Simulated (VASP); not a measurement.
# Ga2Sb2CO in VASP: a series of runs

Ga2Sb2CO is run at these levels: PBE+D3(BJ); tasks: single point.

Program: VASP 6.6.1. These are calculated values, not measurements. Logs are shortened: lines on timing, memory, paths and dates and some standing lists are left out, and cuts for length are marked.

## (1) The cell of the first run

The cell holds a slab with vacuum, 6 atoms: a = 4.334 Å, b = 4.334 Å, c = 23.620 Å, α = 90.00°, β = 90.00°, γ = 120.00°.

## (2) Single point, PBE+D3(BJ)

INCAR reads:

```
SYSTEM = Ga2Sb2CO
ALGO = Normal ; DIPOL = 0.5 0.5 0.348
EDIFF = 1E-6 ; ENCUT = 520
GGA = PE ; IDIPOL = 3
ISIF = 2 ; ISMEAR = 0
IVDW = 12 ; LASPH = .TRUE.
LCHARG = .FALSE. ; LDIPOL = .TRUE.
LREAL = .FALSE. ; LWAVE = .FALSE.
NBANDS = 32 ; NELM = 60
PREC = Accurate ; SIGMA = 0.1
```

KPOINTS reads:

```
k-points
0
G
  6 6 1
  0 0 0
```

POSCAR reads:

```
Ga2Sb2CO
1.0
    4.3343814647      0.0000000000      0.0000000000
   -2.1671907324      3.7536844581      0.0000000000
    0.0000000000      0.0000000000     23.6197422994
Sb Ga O C
2 2 1 1
Direct
    0.0000000000      0.0000000000      0.1693498578
    0.3333333333      0.6666666667      0.3259656336
    0.3333333333      0.6666666667      0.2068080104
    0.6666666667      0.3333333333      0.3585874135
    0.6666666667      0.3333333333      0.4898335533
    0.6666666667      0.3333333333      0.5385216375
```

Potentials or basis: VASP PAW PBE potentials, release 64 (Sb, Ga_d, O, C).

Started as:

```bash
cat potpaw_PBE.64/Sb/POTCAR potpaw_PBE.64/Ga_d/POTCAR potpaw_PBE.64/O/POTCAR potpaw_PBE.64/C/POTCAR > POTCAR
mpirun -np 1 vasp_std > vasp.out
```

OUTCAR:

```text
SYSTEM = Ga2Sb2CO
   EDIFF = 1E-6
   ENCUT = 520
   GGA = PE
   ISIF = 2
   ISMEAR = 0
   IVDW = 12
   LASPH = .TRUE.
   LREAL = .FALSE.
   NELM = 60
   PREC = Accurate
 IVDW          = 12

 ion  position               nearest neighbor table
   1  0.000  0.000  0.169-   3 2.65   3 2.65   3 2.65
   2  0.333  0.667  0.326-   4 2.62   4 2.62   4 2.62   3 2.81
   3  0.333  0.667  0.207-   1 2.65   1 2.65   1 2.65   2 2.81
   4  0.667  0.333  0.359-   2 2.62   2 2.62   2 2.62
   5  0.667  0.333  0.490-   6 1.15
   6  0.667  0.333  0.539-   5 1.15

  LATTYP: Found a hexagonal cell.
 ALAT       =     4.3343814647
 C/A-ratio  =     5.4493916818

  Lattice vectors:

 A1 = (   4.3343814647,   0.0000000000,   0.0000000000)
 A2 = (  -2.1671907324,   3.7536844581,   0.0000000000)
 A3 = (   0.0000000000,   0.0000000000,  23.6197422994)

Analysis of symmetry for initial positions (statically):
=====================================================================
 Subroutine PRICEL returns:
 Original cell was already a primitive cell.

 Routine SETGRP: Setting up the symmetry group for a
 hexagonal supercell.

 Subroutine GETGRP returns: Found  6 space group operations
 (whereof  6 operations were pure point group operations)
 out of a pool of 24 trial point group operations.

The static configuration has the point symmetry C_3v.

Analysis of symmetry for dynamics (positions and initial velocities):
=====================================================================
 Subroutine PRICEL returns:
 Original cell was already a primitive cell.

 Routine SETGRP: Setting up the symmetry group for a
 hexagonal supercell.

 Subroutine GETGRP returns: Found  6 space group operations
 (whereof  6 operations were pure point group operations)
 out of a pool of 24 trial point group operations.

The dynamic configuration has the point symmetry C_3v.

 Subroutine INISYM returns: Found  6 space group operations
 (whereof  6 operations are pure point group operations),
 and found     1 'primitive' translations

----------------------------------------------------------------------------------------

                                     Primitive cell

  volume of cell :     384.2909

  direct lattice vectors                    reciprocal lattice vectors
     4.334381465  0.000000000  0.000000000     0.230713427  0.133202459  0.000000000
    -2.167190732  3.753684458  0.000000000     0.000000000  0.266404918  0.000000000
     0.000000000  0.000000000 23.619742299     0.000000000  0.000000000  0.042337464

  length of vectors
     4.334381465  4.334381465 23.619742299     0.266404918  0.266404918  0.042337464

  position of ions in fractional coordinates (direct lattice)
     0.000000000  0.000000000  0.169349858
     0.333333333  0.666666667  0.325965634
     0.333333333  0.666666667  0.206808010
     0.666666667  0.333333333  0.358587413
     0.666666667  0.333333333  0.489833553
     0.666666667  0.333333333  0.538521637

  ion indices of the primitive-cell ions
   primitive index   ion index
                 1           1
                 2           2
                 3           3
                 4           4
                 5           5
                 6           6

----------------------------------------------------------------------------------------

 KPOINTS: k-points

Automatic generation of k-mesh.
 Grid dimensions read from file:
 generate k-points for:    6    6    1

 Generating k-lattice:

  Cartesian coordinates                     Fractional coordinates (reciprocal lattice)
     0.038452238  0.022200410  0.000000000     0.166666667  0.000000000  0.000000000
     0.000000000  0.044400820  0.000000000     0.000000000  0.166666667  0.000000000
     0.000000000  0.000000000  0.042337464     0.000000000  0.000000000  1.000000000

  Length of vectors
     0.044400820  0.044400820  0.042337464

  Shift w.r.t. Gamma in fractional coordinates (k-lattice)
     0.000000000  0.000000000  0.000000000

 Subroutine IBZKPT returns following result:
 ===========================================

 Found      7 irreducible k-points:

 Following reciprocal coordinates:
            Coordinates               Weight
  0.000000  0.000000  0.000000      1.000000
  0.166667  0.000000  0.000000      6.000000
  0.333333  0.000000  0.000000      6.000000
  0.500000  0.000000  0.000000      3.000000
  0.166667  0.166667  0.000000      6.000000
  0.333333  0.166667  0.000000     12.000000
  0.333333  0.333333  0.000000      2.000000
   k-points           NKPTS =      7   k-points in BZ     NKDIM =      7   number of bands    NBANDS=     32
   number of dos      NEDOS =    301   number of ions     NIONS =      6
   total plane-waves  NPLWV = 184320
   dimension x,y,z NGX =    32 NGY =   32 NGZ =  180
   dimension x,y,z NGXF=    64 NGYF=   64 NGZF=  360
   ions per type =               2   2   1   1
   NGX,Y,Z   is equivalent  to a cutoff of  12.27, 12.27, 12.67 a.u.
   NGXF,Y,Z  is equivalent  to a cutoff of  24.55, 24.55, 25.34 a.u.
 SYSTEM =  Ga2Sb2CO
   PREC   = accura    normal or accurate (medium, high low for compatibility)
   ISTART =      0    job   : 0-new  1-cont  2-samecut
   ICHARG =      2    charge: 1-file 2-atom 10-const
   ISPIN  =      1    spin polarized calculation?
   LNONCOLLINEAR =      F non collinear calculations
   LSORBIT =      F    spin-orbit coupling
   LASPH  =      T    aspherical Exc in radial PAW
   ENCUT  =  520.0 eV  38.22 Ry    6.18 a.u.   8.06  8.06 43.92*2*pi/ulx,y,z
   NELM   =     60;   NELMIN=  2; NELMDL= -5     # of ELM steps
   EDIFF  = 0.1E-05   stopping-criterion for ELM
   LREAL  =      F    real-space projection
   EDIFFG = 0.1E-04   stopping-criterion for IOM
   NSW    =      0    number of steps for IOM
   IBRION =     -1    ionic relax: 0-MD 1-quasi-New 2-CG
   NFREE  =      0    steps in history (QN), initial steepest desc. (CG)
   ISIF   =      2    stress and relaxation
   ISYM   =      2    0-nonsym 1-usesym 2-fastsym
   POTIM  = 0.5000    time-step for ionic-motion
   TEBEG  =    0.0;   TEEND  =   0.0 temperature during run
   PSTRESS=    0.0 pullay stress
   NELECT =      46.0000    total number of electrons
   NUPDOWN=      -1.0000    fix difference up-down
   EMIN   =  10.00;   EMAX   =-10.00  energy-range for DOS
   EFERMI =   0.00;   METHOD = LEGACY
   ISMEAR =     0;   SIGMA  =   0.10  broadening in eV -4-tet -1-fermi 0-gaus
   EFERMI_NEDOS =   21; number of points for ismear=-14 and -15
   IALGO  =     38    algorithm
   IMIX   =      4    mixing-type and parameters
     AMIX     =   0.40;   BMIX     =  1.00
     AMIX_MAG =   1.60;   BMIX_MAG =  1.00
  volume/ion in A,a.u.               =      64.05       432.22
  Fermi-wavevector in a.u.,A,eV,Ry     =   0.806815  1.524660  8.856724  0.650951
  Thomas-Fermi vector in A             =   1.915318
   LORBIT       =      0    0 simple, 1 ext, 2 COOP (PROOUT), +10 PAW based schemes
   GGA     = PE    functional components
   LHFCALC =     F    Hartree Fock is set to
   AEXX    =    0.0000 exact exchange contribution
   IVDW    =    12    specifies the selected vdW correction
   LEPSILON=     F    determine dielectric tensor
   LRPA    =     F    only Hartree local field effects (RPA)
 non-spin polarized calculation
 Gauss-broadening in eV      SIGMA  =   0.10
  energy-cutoff  :      520.00
  volume of cell :      384.29
 maximum number of plane-waves:     10378
   NGX = 17   NGY = 17   NGZ = 87

 dipolmoment           0.000000      0.000000      0.000048 electrons x Angstroem

 number of electron      46.0000005 magnetization

 dipolmoment           0.000000      0.000000     -0.139346 electrons x Angstroem

 Free energy of the ion-electron system (eV)
  ---------------------------------------------------
  ext. energy  EPLUGINS =         0.00000000
  ---------------------------------------------------
  free energy    TOTEN  =       -28.22088582 eV

  energy without entropy =      -28.21430685  energy(sigma->0) =      -28.21759633

 E-fermi :  -0.7759     XC(G=0):  -4.1101

 val. band max:       -0.8040700426   @ k =   0.0000   0.0000   0.0000
 cond. band min:      -0.7429046745   @ k =   0.0000   0.0000   0.0000
 fundamental gap:      0.0611653681
 Fermi energy:        -0.7758559540

 k-point     1 :       0.0000    0.0000    0.0000
  band No.  band energies     occupation
      1     -27.1464      2.00000
      2     -16.4380      2.00000
      3     -16.3883      2.00000
      4     -16.3883      2.00000
      5     -16.3210      2.00000
      6     -16.3210      2.00000
[... 24 lines left out ...]
     31       2.2198      0.00000
     32       2.6385      0.00000

 k-point     2 :       0.1667    0.0000    0.0000
  band No.  band energies     occupation
      1     -27.1447      2.00000
      2     -16.4340      2.00000
      3     -16.3927      2.00000
      4     -16.3885      2.00000
      5     -16.3235      2.00000
      6     -16.3167      2.00000
[... 24 lines left out ...]
     31       2.9476      0.00000
     32       2.9740      0.00000

 k-point     3 :       0.3333    0.0000    0.0000
  band No.  band energies     occupation
      1     -27.1413      2.00000
      2     -16.4261      2.00000
      3     -16.4014      2.00000
      4     -16.3891      2.00000
      5     -16.3286      2.00000
      6     -16.3081      2.00000
[... 24 lines left out ...]
     31       3.5902      0.00000
     32       3.9527      0.00000

 k-point     4 :       0.5000    0.0000    0.0000
  band No.  band energies     occupation
      1     -27.1395      2.00000
      2     -16.4221      2.00000
      3     -16.4059      2.00000
      4     -16.3894      2.00000
      5     -16.3311      2.00000
      6     -16.3037      2.00000
[... 24 lines left out ...]
     31       4.0898      0.00000
     32       4.4757      0.00000

 k-point     5 :       0.1667    0.1667    0.0000
  band No.  band energies     occupation
      1     -27.1421      2.00000
      2     -16.4278      2.00000
      3     -16.3990      2.00000
      4     -16.3894      2.00000
      5     -16.3268      2.00000
      6     -16.3109      2.00000
[... 24 lines left out ...]
     31       3.0799      0.00000
     32       3.2726      0.00000

 k-point     6 :       0.3333    0.1667    0.0000
  band No.  band energies     occupation
      1     -27.1396      2.00000
      2     -16.4205      2.00000
      3     -16.4060      2.00000
      4     -16.3906      2.00000
      5     -16.3299      2.00000
      6     -16.3052      2.00000
[... 24 lines left out ...]
     31       3.8163      0.00000
     32       4.2059      0.00000

 k-point     7 :       0.3333    0.3333    0.0000
  band No.  band energies     occupation
      1     -27.1386      2.00000
      2     -16.4135      2.00000
      3     -16.4116      2.00000
      4     -16.3919      2.00000
      5     -16.3299      2.00000
      6     -16.3047      2.00000
[... 24 lines left out ...]
     31       4.2961      0.00000
     32       4.6317      0.00000

------------------------ aborting loop because EDIFF is reached ----------------------------------------

 vacuum level on the upper side and lower side of the slab       (xc-potential included)        -0.765         0.745

 Edisp (eV)   -0.99889

 E8    (eV) :    -0.4643

  FORCE on cell =-STRESS in cart. coord.  units (eV):
  Direction    XX          YY          ZZ          XY          YZ          ZX
  --------------------------------------------------------------------------------------
  -------------------------------------------------------------------------------------
  Total       0.09297     0.09297    -0.70140    -0.00000     0.00000     0.00000
  in kB       0.38763     0.38763    -2.92428    -0.00000     0.00000     0.00000
  external pressure =       -0.72 kB  Pullay stress =        0.00 kB

 VOLUME and BASIS-vectors are now :
 -----------------------------------------------------------------------------
  energy-cutoff  :      520.00
  volume of cell :      384.29
      direct lattice vectors                 reciprocal lattice vectors
     4.334381465  0.000000000  0.000000000     0.230713427  0.133202459  0.000000000
    -2.167190732  3.753684458  0.000000000     0.000000000  0.266404918  0.000000000
     0.000000000  0.000000000 23.619742299     0.000000000  0.000000000  0.042337464

 POSITION                                       TOTAL-FORCE (eV/Angst)
 -----------------------------------------------------------------------------------
      0.00000      0.00000      4.00000         0.000000     -0.000000      0.177747
     -0.00000      2.50246      7.69922         0.000000     -0.000000      0.038430
     -0.00000      2.50246      4.88475        -0.000000      0.000000     -0.168725
      2.16719      1.25123      8.46974        -0.000000     -0.000000     -0.150166
      2.16719      1.25123     11.56974         0.000000     -0.000000      0.755543
      2.16719      1.25123     12.71974         0.000000     -0.000000     -0.652829
 -----------------------------------------------------------------------------------
    total drift:                               -0.000003      0.000001     -0.001181

  FREE ENERGIE OF THE ION-ELECTRON SYSTEM (eV)
  ---------------------------------------------------
  free  energy   TOTEN  =       -29.2197789817 eV

  energy  without entropy=      -29.2132000130  energy(sigma->0) =      -29.21648950

 vacuum level on the upper side and lower side of the slab         2.543         4.093
```

Run time: 78 s. Hardware: 1 thread of Intel Xeon 6975P-C (Granite Rapids), shared host; peak memory 0.51 GiB.

Results:

```yaml
Free_energy: -29.2198 eV
Largest_force: 0.756 eV/Å
Band_gap_on_the_k_mesh: 0.06 eV, direct
Dispersion_energy_per_atom: -0.166 eV
```

Forces on the atoms (eV/Å):
```
Sb   0.000  0.000  0.178
Sb   0.000  0.000  0.038
Ga   0.000  0.000 -0.169
Ga   0.000  0.000 -0.150
O    0.000  0.000  0.756
C    0.000  0.000 -0.653
```

Levels at points of the mesh, in eV from the valence-band top:
| k point | band 20 | band 21 | band 22 | band 23 | band 24 | band 25 | band 26 | band 27 |
| --- | --- | --- | --- | --- | --- | --- | --- | --- |
| (0.00, 0.00, 0.00) | -1.20 | -1.20 | 0.00 | 0.00 | 0.06 | 0.89 | 0.99 | 0.99 |
| (0.50, 0.00, 0.00) | -2.58 | -2.54 | -1.30 | -1.19 | 0.20 | 0.44 | 0.85 | 1.11 |

Caveat: spin-orbit coupling is left out, which moves the levels of the heavy elements.

## (3) Single point, PBE+D3(BJ)

INCAR reads:

```
PREC     = Accurate       # precision mode
ENCUT    = 520            # plane-wave cutoff, eV
EDIFF    = 1E-6           # SCF threshold, eV
ISMEAR   = 0              # smearing method
SIGMA    = 0.1            # smearing width, eV
LREAL    = False          # projectors in reciprocal space
LASPH    = True           # aspherical terms in the spheres
NELM     = 100            # most SCF steps
ALGO     = Normal         # electronic algorithm
ISIF     = 2              # what is computed and relaxed
LWAVE    = False          # write WAVECAR
LCHARG   = False          # write CHGCAR
LDIPOL   = True         
IDIPOL   = 3            
DIPOL    = 0.5 0.5 0.348
GGA      = PE             # functional
IVDW     = 12             # dispersion correction
NBANDS   = 32             # bands
```

KPOINTS reads:

```
regular mesh
0
Gamma
  6 6 1
```

Changes to POSCAR since step 2:

```diff
@@ -12,3 +12,3 @@
     0.6666666667      0.3333333333      0.3585874135
-    0.6666666667      0.3333333333      0.4898335533
-    0.6666666667      0.3333333333      0.5385216375
+    1.0000000000      1.0000000000      0.4898335533
+    1.0000000000      1.0000000000      0.5385216375
```

Potentials or basis: VASP PAW PBE potentials, release 64 (Sb, Ga_d, O, C).

Started as:

```bash
cat potpaw_PBE.64/Sb/POTCAR potpaw_PBE.64/Ga_d/POTCAR potpaw_PBE.64/O/POTCAR potpaw_PBE.64/C/POTCAR > POTCAR
mpirun -np 1 vasp_std > vasp.out
```

It took 80 s on 1 thread of Intel Xeon 6975P-C (Granite Rapids), shared host; peak memory 0.49 GiB.

Results (log left out):

```yaml
Free_energy: -29.2638 eV
Largest_force: 0.673 eV/Å
Band_gap_on_the_k_mesh: 0.03 eV, indirect (least direct gap 0.15 eV)
Dispersion_energy_per_atom: -0.167 eV
```

Forces in eV/Å, atoms in the order of the input:
```
Sb   0.000  0.000  0.157
Sb   0.000  0.000 -0.016
Ga   0.000  0.000 -0.133
Ga   0.000  0.000  0.018
O    0.000  0.000  0.645
C    0.000  0.000 -0.673
```

Levels at points of the mesh, in eV from the valence-band top:
```
           k point  band 21  band 22  band 23  band 24  band 25  band 26
(0.00, 0.00, 0.00)    -1.11     0.00     0.00     0.15     0.88     1.51
(0.50, 0.00, 0.00)    -2.45    -1.30    -1.19     0.39     0.76     1.21
```

Caveat: spin-orbit coupling is left out, which moves the levels of the heavy elements.

## (4) Single point, PBE+D3(BJ)

INCAR reads:

```
SYSTEM = Ga2Sb2CO
PREC = Accurate
ENCUT = 520
EDIFF = 1E-6
ISMEAR = 0
SIGMA = 0.1
LREAL = .False.
LASPH = .True.
NELM = 100
ALGO = Normal
ISIF = 2
LWAVE = .False.
LCHARG = .True.
LDIPOL = .True.
IDIPOL = 3
DIPOL = 0.5 0.5 0.348
GGA = PE
IVDW = 12
LELF = .True.
LVHAR = .True.
LVACPOTAV = .True.
NBANDS = 32
```

KPOINTS reads:

```
regular mesh
0
Gamma
  6 6 1
  0 0 0
```

Changes to POSCAR since step 3:

```diff
@@ -12,3 +12,3 @@
     0.6666666667      0.3333333333      0.3585874135
-    1.0000000000      1.0000000000      0.4898335533
-    1.0000000000      1.0000000000      0.5385216375
+    1.3333333333      0.6666666667      0.4898335533
+    1.3333333333      0.6666666667      0.5385216375
```

Started as:

```bash
cat potpaw_PBE.64/Sb/POTCAR potpaw_PBE.64/Ga_d/POTCAR potpaw_PBE.64/O/POTCAR potpaw_PBE.64/C/POTCAR > POTCAR
mpirun -np 1 vasp_std > vasp.out
```

Run time: 83 s. Hardware: 1 thread of Intel Xeon 6975P-C (Granite Rapids), shared host; peak memory 0.48 GiB.

Results (log left out):

```
Free energy                : -29.2384 eV
Largest force              : 0.706 eV/Å
Band gap on the k mesh     : 0.02 eV, indirect (least direct gap 0.18 eV)
Dispersion energy per atom : -0.167 eV
```

Forces in eV/Å, atoms in the order of the input:
```
Sb   0.000  0.000  0.151
Sb   0.000  0.000 -0.081
Ga   0.000  0.000 -0.113
Ga   0.000  0.000  0.004
O    0.000  0.000  0.706
C    0.000  0.000 -0.667
```

Levels at points of the mesh, in eV from the valence-band top:
| k point | band 21 | band 22 | band 23 | band 24 | band 25 | band 26 |
| --- | --- | --- | --- | --- | --- | --- |
| (0.00, 0.00, 0.00) | -1.11 | 0.00 | 0.00 | 0.18 | 0.88 | 1.45 |
| (0.50, 0.00, 0.00) | -2.45 | -1.30 | -1.19 | 0.36 | 0.70 | 1.20 |

Caveat: spin-orbit coupling is left out, which moves the levels of the heavy elements.
